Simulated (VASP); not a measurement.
Input of a VASP 6.6.1 run:

INCAR

```
SYSTEM = Li8Nb8HO23
ALGO = Normal
EDIFF = 1E-6
ENCUT = 520
GGA = PE
ISIF = 2
ISMEAR = 0
LASPH = .True.
LCHARG = .False.
LREAL = Auto
LWAVE = .False.
NBANDS = 160
NELECT = 266.0
NELM = 80
PREC = Accurate
SIGMA = 0.01
```

File KPOINTS:

```
Automatic mesh
0
Gamma
  1 1 1
  0.25 0.25 0.25
```

The input POSCAR:

```
Li8Nb8HO23
1.0
    2.5949501400      1.4981951600      4.6722232500
   -5.1899002700      2.9963903200      9.3444465000
    0.0000000000     -5.9927806400      9.3444465000
Li Nb O H
8 8 23 1
Direct
    0.7319325120      0.3447583079      0.3561784364
    0.2070705429      0.1228279635      0.1085701040
    0.7122297895      0.3601076625      0.8639757409
    0.2247338244      0.1072853141      0.6069624168
    0.7326718782      0.8613739868      0.3657178361
    0.2246402202      0.6060332766      0.1122331708
    0.7258600265      0.8553660496      0.8544890029
    0.2049144035      0.6126596067      0.6150037798
    0.9849192130      0.5014619751      0.5016913890
    0.4971523217      0.2485566729      0.2511676014
    0.9992726367      0.4974529715      1.0014917047
    0.4999942796      0.2513475515      0.7464055147
    1.0031248199      0.9956090280      0.5008741330
    0.5089474478      0.7737922040      0.2359221084
    1.0152534397      1.0043819786      0.9915131320
    0.4996643311      0.7477453482      0.7512989248
    0.2837240817      0.3268665023      0.4409317919
    0.6444712070      0.4408251825      0.1401390132
    0.8908076641      0.1366426865      0.3227814221
    0.3894894519      0.0687001518      0.3921931892
    0.7802794456      0.1920244728      0.0727270576
    0.1413082453      0.3861397691      0.1956722149
    0.2796455440      0.3213178798      0.9417480982
    0.6335326177      0.4452862113      0.6392807625
    0.8906561494      0.1399073254      0.8191785334
    0.3866477195      0.0699187099      0.8896892481
    0.7791385324      0.1920879455      0.5717830838
    0.1488945348      0.3914177152      0.6872815684
    0.2757260281      0.8145469802      0.4468931533
    0.6336230460      0.9504095221      0.1383264020
    0.8890021756      0.6396704305      0.3198658548
    0.7683086690      0.6896480592      0.0795633146
    0.1397621345      0.8850869950      0.1969956175
    0.2720677872      0.8215020483      0.9449453853
    0.6437292652      0.9421733587      0.6408064371
    0.8846231313      0.6401822550      0.8239475579
    0.3870272588      0.5701185713      0.8910355899
    0.7871379064      0.6902354347      0.5716117141
    0.1451405756      0.8864469102      0.6942560115
    0.3783552221      0.5808249853      0.3875919830
```

Potentials or basis: VASP PAW PBE potentials, release 64 (Li_sv, Nb_sv, O, H).

The run is started by

```sh
$ cat potpaw_PBE.64/Li_sv/POTCAR potpaw_PBE.64/Nb_sv/POTCAR potpaw_PBE.64/O/POTCAR potpaw_PBE.64/H/POTCAR > POTCAR
$ mpirun -np 1 vasp_std > vasp.out
```

(1) What does it give for the largest force?

Answers

(1) 0.045 eV/Å.

Caveat: the k points lie up to 1.47 Å⁻¹ apart; the cell carries a net charge on a neutralising background, which shifts energy and pressure.
